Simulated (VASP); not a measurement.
## Mg3CdS4: single point with PBE

The system is Mg3CdS4.

```
Mg Cd S
1.0
     3.63713    0.00000    0.00000
     0.00000    3.63713    0.00000
     0.00000    0.00000   10.29783
Mg Cd S
3 1 4
Direct
  0.00000 0.00000 0.74636
  0.00000 0.00000 0.25364
  0.50000 0.50000 0.50000
  0.50000 0.50000 0.00000
  0.00000 0.00000 0.00000
  0.50000 0.50000 0.25689
  0.00000 0.00000 0.50000
  0.50000 0.50000 0.74311
```

```
Program                : VASP 6.6.1
Task                   : single point
Functional             : PBE
Potentials or basis    : VASP PAW PBE potentials, release 64 (Mg, Cd, S)
Cutoff                 : 520 eV
k mesh                 : 8 × 8 × 4
Occupations            : gaussian, width 0.02 eV
Spin                   : no spin polarisation
Dipole correction      : no
Further INCAR settings : ALGO = Normal; EDIFF = 1e-06; NBANDS = 31
```

| Quantity | Value |
| --- | --- |
| Pressure | 8.5 GPa |
| Largest force | 0.034 eV/Å |
| Band gap on the k mesh | 1.07 eV (least direct gap 2.10 eV) |

Forces on the atoms (eV/Å):
```
Mg   0.000  0.000  0.004
Mg   0.000  0.000 -0.004
Mg   0.000  0.000  0.000
Cd   0.000  0.000  0.000
S    0.000  0.000  0.000
S    0.000  0.000  0.034
S    0.000  0.000  0.000
S    0.000  0.000 -0.034
```

Stress tensor (GPa, compression positive):
```
8.52 0.00 0.00
0.00 8.52 0.00
0.00 0.00 8.42
```

Levels at points of the mesh, in eV from the valence-band top:
| k point | band 18 | band 19 | band 20 | band 21 | band 22 | band 23 | band 24 | band 25 |
| --- | --- | --- | --- | --- | --- | --- | --- | --- |
| (0.00, 0.00, 0.00) | -1.60 | -0.72 | -0.67 | -0.67 | 1.43 | 3.03 | 3.91 | 4.41 |
| (0.50, 0.00, 0.00) | -1.22 | -1.19 | -0.61 | 0.00 | 3.77 | 3.84 | 4.90 | 5.03 |
| (0.50, 0.50, 0.00) | -2.52 | -2.45 | -2.45 | -2.45 | 1.07 | 2.20 | 4.14 | 4.14 |
| (0.00, 0.00, 0.50) | -1.23 | -1.23 | -0.82 | -0.82 | 1.79 | 2.88 | 3.96 | 4.11 |
| (0.50, 0.00, 0.50) | -1.31 | -1.24 | -1.19 | 0.00 | 4.36 | 4.62 | 4.77 | 4.88 |
| (0.50, 0.50, 0.50) | -2.89 | -2.76 | -2.76 | -2.76 | 1.76 | 3.23 | 3.24 | 3.48 |

Run time: 94 s on 1 thread of Intel(R) Xeon(R) 6975P-C (Granite Rapids), on a shared host, peak memory 0.34 GiB.

Caveat: the cell stands under pressure. A k mesh can miss the band edges.
